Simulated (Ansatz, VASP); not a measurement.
# Two plane-wave programs on Mg3Zr

INCAR

```
PREC = Accurate
ENCUT = 520
EDIFF = 1E-7
ISMEAR = 0
SIGMA = 0.1
LREAL = F
LASPH = T
NELM = 60
ALGO = Normal
ISIF = 2
LWAVE = F
LCHARG = F
GGA = CA
NBANDS = 17
```

The input KPOINTS:

```
regular mesh
0
Gamma
  5 5 5
```

Contents of POSCAR:

```
Mg3Zr
1.0
    4.5855998903      0.0000000000      0.0000000000
    0.0000000000      4.5855998903      0.0000000000
    0.0000000000      0.0000000000      4.5855998903
Mg Zr
3 1
Direct
    0.5000000000      0.5000000000      0.0000000000
    0.5000000000      0.0000000000      0.5000000000
    0.0000000000      0.5000000000      0.5000000000
    0.0000000000      0.0000000000      0.0000000000
```

Input for Ansatz:

```yaml
crystal:
  lattice:
    - [4.585599890280852, 0.0, 0.0]
    - [0.0, 4.585599890280852, 0.0]
    - [0.0, 0.0, 4.585599890280852]
  atoms:
    - { symbol: Mg, position: [0.5, 0.5, 0.0] }
    - { symbol: Mg, position: [0.5, 0.0, 0.5] }
    - { symbol: Mg, position: [0.0, 0.5, 0.5] }
    - { symbol: Zr, position: [0.0, 0.0, 0.0] }
basis:
  ecutwfc: 510.0
kpoints:
  mp_grid:
    grid: [5, 5, 5]
hamiltonian:
  xc: lda
scf:
  occupations:
    method: gaussian
    width: 0.1
output:
  stress: true
```

Alike in both runs: task single point; functional LDA; k mesh 5 × 5 × 5; occupations gaussian, width 0.1 eV; no spin polarisation.

|  | VASP | Ansatz |
| --- | --- | --- |
| version | VASP 6.6.1 | Ansatz 0.2.0 |
| potentials or method | VASP PAW LDA potentials, release 64 (Mg, Zr_sv), cutoff 520 eV | plane waves, PAW |
| valence electrons in the cell | 18 | 42 |

VASP gave:

```
pressure (GPa) : -7.0
```

Task: What did Ansatz give for the same quantities?

Result: Pressure (GPa): -6.7.

LDA's correlation is that of Perdew and Zunger in VASP and of Perdew and Wang (1992) in Ansatz. VASP's potentials hold 18 valence electrons a cell and Ansatz's 42, so a difference there can come from the potentials and not from the codes.
